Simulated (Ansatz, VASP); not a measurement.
## Two plane-wave programs on Pt

POSCAR

```
Pt
1.0
    0.0000000000      1.9896018373      1.9896018373
    1.9896018373      0.0000000000      1.9896018373
    1.9896018373      1.9896018373      0.0000000000
Pt
1
Direct
    0.0000000000      0.0000000000      0.0000000000
```

Contents of INCAR.step1:

```
SYSTEM = Pt
PREC = Accurate
ENCUT = 520
ISMEAR = 0
SIGMA = 0.1
LREAL = .FALSE.
LASPH = .TRUE.
NELM = 100
NBANDS = 11
GGA = PE
ALGO = Normal
EDIFF = 1E-4
LWAVE = .TRUE.
LCHARG = .FALSE.
```

The input INCAR.step2:

```
SYSTEM = Pt
PREC = Accurate
ENCUT = 520
EDIFF = 1E-6
ISMEAR = 0
SIGMA = 0.1
LREAL = .FALSE.
LASPH = .TRUE.
NELM = 100
ALGO = Normal
ISIF = 2
LWAVE = .FALSE.
LCHARG = .FALSE.
METAGGA = R2SCAN
LMIXTAU = .TRUE.
NBANDS = 11
ISTART = 1
```

File KPOINTS:

```
Automatic mesh
0
G
  18 18 18
  0 0 0
```

Input for Ansatz:

```yaml
crystal:
  lattice:
    - [0.0, 1.9896018373, 1.9896018373]
    - [1.9896018373, 0.0, 1.9896018373]
    - [1.9896018373, 1.9896018373, 0.0]
  atoms:
    - { symbol: Pt, position: [0.0, 0.0, 0.0] }
basis:
  ecutwfc: 500
kpoints:
  mp_grid: { grid: [18, 18, 18] }
hamiltonian:
  xc: r2scan
scf:
  occupations: { method: gaussian, width: 0.1 }
output:
  forces: true
  stress: true
  eigenvalues: true
```

Alike in both runs: task single point; functional r2SCAN; k mesh 18 × 18 × 18; occupations gaussian, width 0.1 eV; no spin polarisation.

```csv
,VASP,Ansatz
version,VASP 6.6.1,Ansatz 0.2.0
potentials or method,"VASP PAW PBE potentials, release 64 (Pt), cutoff 520 eV","scalar-relativistic, plane waves, PAW"
valence electrons in the cell,10,18
```

VASP gave:

| Property | Result |
| --- | --- |
| gap on the k mesh at the Fermi level (eV) | none |
| pressure (GPa) | -6.8 |

Question: Estimate Ansatz's values.

Answer: gap on the k mesh at the Fermi level (eV): none; pressure (GPa): -7.4.

VASP's potentials were made for PBE, not for r2SCAN. A gap of «none» marks a metal or a gap that the smearing closes. VASP's potentials hold 10 valence electrons a cell and Ansatz's 18, so a difference there can come from the potentials and not from the codes.

Spin-orbit coupling is off throughout.
